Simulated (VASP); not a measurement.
# Li (Fm-3m) in VASP: a series of runs, part 2 of 2

VASP 6.6.1. Earlier steps stand in the parts before.

## Step 4: Relaxation of cell and atoms, PBEsol, target pressure 52 GPa, at which the enthalpy is minimised

Input file INCAR:

```
SYSTEM = Li
  PREC = Accurate
  ENCUT = 600
  EDIFF = 1E-7
  ISMEAR = -1
  SIGMA = 0.1
  LREAL = .FALSE.
  LASPH = .TRUE.
  NELM = 100
  ALGO = Normal
  ISIF = 3
  LWAVE = .FALSE.
  LCHARG = .FALSE.
  GGA = PS
  IBRION = 2
  NSW = 32
  EDIFFG = -0.005
  PSTRESS = 520.0
```

Input file KPOINTS:

```
Automatic mesh
0
G
  20 20 20
  0 0 0
```

Input file POSCAR:

```
Li
1.0
    0.0000000000      1.6129227644      1.6129227644
    1.6129227644      0.0000000000      1.6129227644
    1.6129227644      1.6129227644      0.0000000000
Li
1
Direct
    0.0000000000      0.0000000000      0.0000000000
```

Potentials or basis: VASP PAW PBE potentials, release 64 (Li_sv).

Launch:

```
> cat potpaw_PBE.64/Li_sv/POTCAR > POTCAR
> mpirun -np 1 vasp_std > vasp.out
```

OUTCAR:

```text
SYSTEM = Li
   PREC = Accurate
   ENCUT = 600
   EDIFF = 1E-7
   ISMEAR = -1
   LREAL = .FALSE.
   LASPH = .TRUE.
   NELM = 100
   ISIF = 3
   GGA = PS
   IBRION = 2
   NSW = 32
   EDIFFG = -0.005
   PSTRESS = 520.0

 ion  position               nearest neighbor table
   1  0.000  0.000  0.000-

  LATTYP: Found a face centered cubic cell.
 ALAT       =     3.2258455288

  Lattice vectors:

 A1 = (   0.0000000000,   1.6129227644,   1.6129227644)
 A2 = (   1.6129227644,   0.0000000000,   1.6129227644)
 A3 = (   1.6129227644,   1.6129227644,   0.0000000000)

Analysis of symmetry for initial positions (statically):
=====================================================================
 Subroutine PRICEL returns:
 Original cell was already a primitive cell.

 Routine SETGRP: Setting up the symmetry group for a
 face centered cubic supercell.

 Subroutine GETGRP returns: Found 48 space group operations
 (whereof 48 operations were pure point group operations)
 out of a pool of 48 trial point group operations.

The static configuration has the point symmetry O_h .

Analysis of symmetry for dynamics (positions and initial velocities):
=====================================================================
 Subroutine PRICEL returns:
 Original cell was already a primitive cell.

 Routine SETGRP: Setting up the symmetry group for a
 face centered cubic supercell.

 Subroutine GETGRP returns: Found 48 space group operations
 (whereof 48 operations were pure point group operations)
 out of a pool of 48 trial point group operations.

The dynamic configuration has the point symmetry O_h .

 Subroutine INISYM returns: Found 48 space group operations
 (whereof 48 operations are pure point group operations),
[... 164 lines left out ...]
 -----------------------------------------------------------------------------------
      0.00000      0.00000      0.00000        -0.000000     -0.000000      0.000000
 -----------------------------------------------------------------------------------
    total drift:                                0.000000     -0.000000      0.000000

  FREE ENERGIE OF THE ION-ELECTRON SYSTEM (eV)
  ---------------------------------------------------
  free  energy   TOTEN  =        -0.9798776613 eV

  energy  without entropy=       -0.9689378925  energy(sigma->0) =       -0.97440778

  enthalpy is  TOTEN    =         1.7438486827 eV   P V=        2.7237263440

--------------------------------------- Ionic step        2  -------------------------------------------

 number of electron       2.9999995 magnetization

 Free energy of the ion-electron system (eV)
  ---------------------------------------------------
  ext. energy  EPLUGINS =         0.00000000
  ---------------------------------------------------
  free energy    TOTEN  =        -0.96758241 eV

  energy without entropy =       -0.95665969  energy(sigma->0) =       -0.96212105

 E-fermi :   4.2610     XC(G=0):  -9.5802

 val. band max:        4.2482269015   @ k =  -0.4500   0.1500   0.0500
 cond. band min:       4.3192536670   @ k =   0.4500   0.2500   0.0000
 fundamental gap:      0.0710267656
 Fermi energy:         4.2609641361

 k-point     1 :       0.0000    0.0000    0.0000
  band No.  band energies     occupation
      1     -40.8722      2.00000
      2       0.3376      2.00000
      3      30.1416      0.00000
      4      30.1416      0.00000
      5      30.1416      0.00000
[... 177 lines left out ...]
 k-point    24 :      -0.3500    0.0500    0.0000
  band No.  band energies     occupation
      1     -40.5255      2.00000
      2       2.7117      2.00000
      3      14.2278      0.00000
      4      26.0253      0.00000
      5      27.7451      0.00000

 [... further k-points ...]

------------------------ aborting loop because EDIFF is reached ----------------------------------------

  FORCE on cell =-STRESS in cart. coord.  units (eV):
  Direction    XX          YY          ZZ          XY          YZ          ZX
  --------------------------------------------------------------------------------------
  -------------------------------------------------------------------------------------
  Total        2.7139056      2.7139056      2.7139056      0.0000000      0.0000000      0.0000000
  in kB      520.4867704    520.4867704    520.4867704      0.0000000      0.0000000      0.0000000
  external PRESSURE =       0.4867704 kB  Pullay stress =     520.0000000 kB

 VOLUME and BASIS-vectors are now :
 -----------------------------------------------------------------------------
  energy-cutoff  :      600.00
  volume of cell :        8.35
      direct lattice vectors                 reciprocal lattice vectors
     0.000000000  1.610479541  1.610479541    -0.310466533  0.310466533  0.310466533
     1.610479541  0.000000000  1.610479541     0.310466533 -0.310466533  0.310466533
     1.610479541  1.610479541  0.000000000     0.310466533  0.310466533 -0.310466533

 POSITION                                       TOTAL-FORCE (eV/Angst)
 -----------------------------------------------------------------------------------
      1.61048      3.22096      1.61048         0.000000      0.000000     -0.000000
 -----------------------------------------------------------------------------------
    total drift:                               -0.000000     -0.000000      0.000000

  FREE ENERGIE OF THE ION-ELECTRON SYSTEM (eV)
  ---------------------------------------------------
  free  energy   TOTEN  =        -0.9675824086 eV

  energy  without entropy=       -0.9566596874  energy(sigma->0) =       -0.96212105

  enthalpy is  TOTEN    =         1.7437851344 eV   P V=        2.7113675430

 reached required accuracy - stopping structural energy minimisation
```

OSZICAR:

```text
N       E                     dE             d eps       ncg     rms          rms(c)
DAV:   1     0.180546867050E+01    0.18055E+01   -0.95634E+02  2690   0.523E+02
DAV:   2    -0.850193396857E+00   -0.26557E+01   -0.23698E+01  3565   0.573E+01
DAV:   3    -0.928928740604E+00   -0.78735E-01   -0.78454E-01  3105   0.814E+00
[... 13 lines left out ...]
DAV:   2    -0.967590401445E+00    0.35546E-04   -0.67405E-05  2830   0.993E-02    0.484E-02
DAV:   3    -0.967582725134E+00    0.76763E-05   -0.48442E-05  3610   0.533E-02    0.486E-03
DAV:   4    -0.967582927322E+00   -0.20219E-06   -0.15497E-06  2790   0.201E-02    0.180E-03
DAV:   5    -0.967582588644E+00    0.33868E-06   -0.36928E-07  2670   0.676E-03    0.506E-04
DAV:   6    -0.967582407300E+00    0.18134E-06   -0.42771E-08  3200   0.238E-03    0.116E-04
DAV:   7    -0.967582408572E+00   -0.12728E-08   -0.17369E-09  1350   0.541E-04
   2 F= 0.17437851E+01 E0= 0.17492465E+01  d E =-.635482E-04
```

Run time: 9.5 s. Hardware: 1 thread of Intel Xeon Platinum 8488C (Sapphire Rapids), shared host; peak memory 0.12 GiB.

Results:

- Free energy: -0.9676 eV
- Relaxed volume: 8.35 Å³/atom
- Relaxed cell: a = 2.278 Å, b = 2.278 Å, c = 2.278 Å, α = 60.00°, β = 60.00°, γ = 60.00°
- Space group after relaxing (to 0.1 Å): Fm-3m (No. 225)
- Energy change on relaxing (the run minimises the enthalpy): +12.3 meV/atom
- Ionic steps: 2
- Pressure after relaxing: 52.0 GPa
- Band gap on the k mesh: zero (an odd number of electrons rules out a gap without spin polarisation)

The path:
```csv
step,energy change (eV),largest force (eV/Å),pressure (GPa),volume (Å³)
1,0.0000,0.0000,51.40,8.39
2,0.0123,0.0000,52.05,8.35
```

Final structure:
```xyz
1
Lattice="0.0000 1.6105 1.6105 1.6105 0.0000 1.6105 1.6105 1.6105 0.0000" Properties=species:S:1:pos:R:3 pbc="T T T"
Li    1.6105    3.2210    1.6105
```

Caveat: the cutoff is under 1.25 times the usual one of these potentials, so pressure, stress and relaxed cells hold a basis-set (Pulay) error; the cell is relaxed towards a set pressure, so the run minimises the enthalpy, not the energy; the PAW data sets were made with another functional, which shifts forces and pressure a little.

## Step 5: Summary

| task | cell | cutoff (eV) | gap on the mesh (eV) | pressure (GPa) |
| --- | --- | --- | --- | --- |
| single point | a = 2.281 Å, angles 60.0°, 1 atom | 520 | none | - |
| relaxation of cell and atoms | relaxed to 52 GPa from a = 2.279 Å, angles 60.0°, 1 atom | 600 | none | 52.0 |
| relaxation of cell and atoms | relaxed to 52 GPa from a = 2.281 Å, angles 60.0°, 1 atom | 600 | none | 52.0 |

Alike in all rows: level PBEsol; potentials or basis VASP PAW PBE potentials, release 64 (Li_sv); no spin polarisation; k mesh 20 × 20 × 20; smearing fermi-dirac 0.1 eV.

Caveats: the cutoff is under 1.25 times the usual one of these potentials, so pressure, stress and relaxed cells hold a basis-set (Pulay) error; the PAW data sets were made with another functional, which shifts forces and pressure a little; the cell is relaxed towards a set pressure, so the run minimises the enthalpy, not the energy (at least some runs).

Total energies depend on the potentials used, so only differences within one code and one set of settings carry meaning.
